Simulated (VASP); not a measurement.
Write the native input for VASP 6.6.1 that does the following.

| Item | Value |
| --- | --- |
| Task | single point |
| Functional | PBE |
| Potentials or basis | VASP PAW PBE potentials, release 64 (Li_sv, Cl) |
| Cutoff | 750 eV |
| k mesh | 8 × 8 × 8 |
| Occupations | fermi-dirac, width 0.02 eV |
| Spin | no spin polarisation |
| Dipole correction | no |
| Further INCAR settings | ALGO = Normal; EDIFF = 1e-06; NBANDS = 12 |

The structure of LiCl lies in POSCAR:

```
LiCl
1.0
    0.0000000000      2.5879462081      2.5879462081
    2.5879462081      0.0000000000      2.5879462081
    2.5879462081      2.5879462081      0.0000000000
Li Cl
1 1
Direct
    0.0000000000      0.0000000000      0.0000000000
    0.5000000000      0.5000000000      0.5000000000
```

One way to write it, as run:

INCAR

```
SYSTEM = LiCl
PREC     = Accurate       ! precision mode
ENCUT    = 750            ! plane-wave cutoff, eV
EDIFF    = 1E-6           ! SCF threshold, eV
ISMEAR   = -1             ! smearing method
SIGMA    = 0.02           ! smearing width, eV
LREAL    = .False.        ! projectors in reciprocal space
LASPH    = .True.         ! aspherical terms in the spheres
NELM     = 120            ! most SCF steps
ALGO     = Normal         ! electronic algorithm
ISIF     = 2              ! what is computed and relaxed
LWAVE    = .False.        ! write WAVECAR
LCHARG   = .False.        ! write CHGCAR
GGA      = PE             ! functional
NBANDS   = 12             ! bands
GGA_COMPAT= .False.
```

KPOINTS

```
Automatic mesh
0
Gamma
  8 8 8
  0 0 0
```

Potentials or basis: VASP PAW PBE potentials, release 64 (Li_sv, Cl).

Run with:

```sh
$ cat potpaw_PBE.64/Li_sv/POTCAR potpaw_PBE.64/Cl/POTCAR > POTCAR
$ mpirun -np 1 vasp_std > vasp.out
```

Results of the run:

* Pressure: -0.5 GPa
* Band gap on the k mesh: 6.18 eV, direct

Run time: 36 s on 1 thread of Intel Xeon 8259CL, on a shared host, peak memory 0.19 GiB.
